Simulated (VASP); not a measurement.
A run of VASP 6.6.1 is set up as follows.

File INCAR:

```
PREC = Accurate
ENCUT = 600
EDIFF = 1E-6
ISMEAR = -1
SIGMA = 0.08
LREAL = F
LASPH = T
NELM = 60
ALGO = Normal
ISIF = 3
LWAVE = F
LCHARG = F
GGA = PE
IBRION = 2
NSW = 60
EDIFFG = -0.005
PSTRESS = 87.0
```

Contents of KPOINTS:

```
Automatic mesh
0
Gamma
  17 17 17
```

POSCAR

```
W
1.0
    0.0000000000      1.9992822212      1.9992822212
    1.9992822212      0.0000000000      1.9992822212
    1.9992822212      1.9992822212      0.0000000000
W
1
Direct
    0.0000000000      0.0000000000      0.0000000000
```

Potentials or basis: VASP PAW PBE potentials, release 64 (W_sv).

The run is started by

```console
$ cat potpaw_PBE.64/W_sv/POTCAR > POTCAR
$ mpirun -np 1 vasp_std > vasp.out
```

Q: Predict the relaxed volume.

A: 16.02 Å³/atom.

Q: Estimate the band gap on the k mesh.

A: Zero (bands 7 and 8 overlap by 3.60 eV).

Q: Estimate the space group after relaxing (to 0.1 Å).

A: Fm-3m (No. 225).

Q: What does it give for the relaxed cell?

A: a = 2.830 Å, b = 2.830 Å, c = 2.830 Å, α = 60.00°, β = 60.00°, γ = 60.00°.

Final structure:
```
W
1.0
     0.00000    2.00078    2.00078
     2.00078    0.00000    2.00078
     2.00078    2.00078    0.00000
W
1
Direct
  0.00000 0.00000 0.00000
```

Caveat: the cell is relaxed towards a set pressure, so the run minimises the enthalpy, not the energy; spin-orbit coupling is left out, which moves the levels of the heavy elements.
